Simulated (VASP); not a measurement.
Here is a VASP 6.6.1 calculation.

The input INCAR:

```
SYSTEM = TiAl
PREC = Accurate
ENCUT = 520
EDIFF = 1E-6
ISMEAR = 0
SIGMA = 0.15
LREAL = .FALSE.
LASPH = .TRUE.
NELM = 60
ALGO = Fast
ISIF = 2
LWAVE = .FALSE.
LCHARG = .FALSE.
GGA = PS
NBANDS = 14
```

The input KPOINTS:

```
Automatic mesh
0
G
  24 24 14
  0 0 0
```

Contents of POSCAR:

```
TiAl
1.0
    2.8478212847      0.0000000000      0.0000000000
   -1.4239106423      2.4662855780      0.0000000000
    0.0000000000      0.0000000000      4.2503491602
Ti Al
1 1
Direct
    0.0000000000      0.0000000000      0.0000000000
    0.3333333333      0.6666666667      0.5000000000
```

Potentials or basis: VASP PAW PBE potentials, release 64 (Ti_sv, Al).

Run with:

```bash
$ cat potpaw_PBE.64/Ti_sv/POTCAR potpaw_PBE.64/Al/POTCAR > POTCAR
$ mpirun -np 1 vasp_std > vasp.out
```

What does it give for the pressure?

13.0 GPa.

Predict the band gap on the k mesh.

zero (an odd number of electrons rules out a gap without spin polarisation).

Stress tensor (GPa, compression positive):
```
 8.05  0.00  0.00
 0.00  8.05  0.00
 0.00  0.00 22.93
```

Caveat: the cell differs from its parent crystal (strain +0.000 along x and y, -0.080 along z); the stress differs along the axes, from 8 to 23 GPa; the PAW data sets were made with another functional, which shifts forces and pressure a little.
